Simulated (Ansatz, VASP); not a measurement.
## Two plane-wave programs on Pt

Contents of INCAR:

```
ALGO = Normal
EDIFF = 1E-6
ENCUT = 500
GGA = LIBXC
GGA_COMPAT = F
ISIF = 2
ISMEAR = -1
LASPH = T
LCHARG = F
LIBXC1 = GGA_X_PBE_R
LIBXC2 = LDA_C_PW
LREAL = F
LWAVE = F
NBANDS = 17
NELM = 120
PREC = Accurate
SIGMA = 0.15
```

The input KPOINTS:

```
k-points
0
Gamma
  10 10 5
```

Contents of POSCAR:

```
Pt
1.0
    2.7607000000      0.0000000000      0.0000000000
   -1.3803000000      2.3908000000      0.0000000000
    0.0000000000      0.0000000000      4.7921000000
Pt
2
Direct
    0.6666666667      0.3333333333      0.7500000000
    0.3333333333      0.6666666667      0.2500000000
```

Input for Ansatz:

```yaml
crystal:
  lattice:
    - [2.7607, 0.0, 0.0]
    - [-1.3803, 2.3908, 0.0]
    - [0.0, 0.0, 4.7921]
  atoms:
    - { symbol: Pt, position: [0.6666666666666666, 0.3333333333333333, 0.75] }
    - { symbol: Pt, position: [0.3333333333333333, 0.6666666666666666, 0.25] }
basis:
  ecutwfc: 520.0
kpoints:
  mp_grid:
    grid: [10, 10, 5]
hamiltonian:
  xc:
    exchange: revpbe
    correlation: lda
scf:
  n_extra_bands: 2
  occupations:
    method: fermi_dirac
    width: 0.15
output:
  stress: true
```

Alike in both runs: task single point; functional revpbe exchange, lda correlation; k mesh 10 × 10 × 5; occupations fermi-dirac, width 0.15 eV; no spin polarisation.

|  | VASP | Ansatz |
| --- | --- | --- |
| version | VASP 6.6.1 | Ansatz 0.2.0 |
| potentials or method | VASP PAW PBE potentials, release 64 (Pt), cutoff 500 eV | plane waves, PAW |
| valence electrons in the cell | 20 | 36 |

```tsv
	VASP	Ansatz	Ansatz less VASP
gap on the k mesh at the Fermi level (eV)	none	none	-
pressure (GPa)	21.8	22.3	+0.43
traceless stress, the component that is largest in VASP (GPa)	-2.16	-2.06	+0.102
```

VASP's potentials were made for PBE, not for revpbe exchange, lda correlation. A gap of «none» marks a metal or a gap that the smearing closes. VASP's potentials hold 20 valence electrons a cell and Ansatz's 36, so a difference there can come from the potentials and not from the codes. Ansatz's warnings: near symmetry operations not taken.

Spin-orbit coupling is off throughout.
